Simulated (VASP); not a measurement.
A run of VASP 6.6.1 is set up as follows.

INCAR

```
SYSTEM = Na2N
PREC     = Accurate       ! precision mode
ENCUT    = 520            ! plane-wave cutoff, eV
EDIFF    = 1E-6           ! SCF threshold, eV
ISMEAR   = 0              ! smearing method
SIGMA    = 0.1            ! smearing width, eV
LREAL    = .False.        ! projectors in reciprocal space
LASPH    = .True.         ! aspherical terms in the spheres
NELM     = 150            ! most SCF steps
ALGO     = Normal         ! electronic algorithm
ISIF     = 2              ! what is computed and relaxed
LWAVE    = .False.        ! write WAVECAR
LCHARG   = .False.        ! write CHGCAR
ISPIN    = 2              ! spin polarisation
MAGMOM   = 0 0 0 0 0.31 0.31 ! initial moments
LORBIT   = 11             ! projections on sites
GGA      = PE             ! functional
NBANDS   = 32             ! bands
```

Contents of KPOINTS:

```
regular mesh
0
Gamma
  4 4 4
  0 0 0
```

The input POSCAR:

```
Na2N
1.0
   -2.9114987683      2.9114987683      2.8804870040
    2.9114987683     -2.9114987683      2.8804870040
    2.9114987683      2.9114987683     -2.8804870040
Na N
4 2
Direct
    0.7274706950      0.2274706950      0.9549413900
    0.2274706950      0.2725293050      0.5000000000
    0.2725293050      0.7725293050      0.0450586100
    0.7725293050      0.7274706950      0.5000000000
    0.2500000000      0.2500000000      0.0000000000
    0.7500000000      0.7500000000      0.0000000000
```

Potentials or basis: VASP PAW PBE potentials, release 64 (Na_pv, N).

Run with:

```sh
$ cat potpaw_PBE.64/Na_pv/POTCAR potpaw_PBE.64/N/POTCAR > POTCAR
$ mpirun -np 1 vasp_std > vasp.out
```

Q: What does it give for the pressure?

A: 0.1 GPa.

Q: Estimate the net moment.

A: 0.50 μB per cell.

Q: Predict the site moments.

A: Na -0.01; N +0.19 μB.

Forces on the atoms (eV/Å):
```
Na   0.002  0.002  0.000
Na  -0.002  0.002  0.000
Na  -0.002 -0.002  0.000
Na   0.002 -0.002  0.000
N    0.000  0.000  0.000
N    0.000  0.000  0.000
```

Caveat: the k points lie up to 0.38 Å⁻¹ apart.
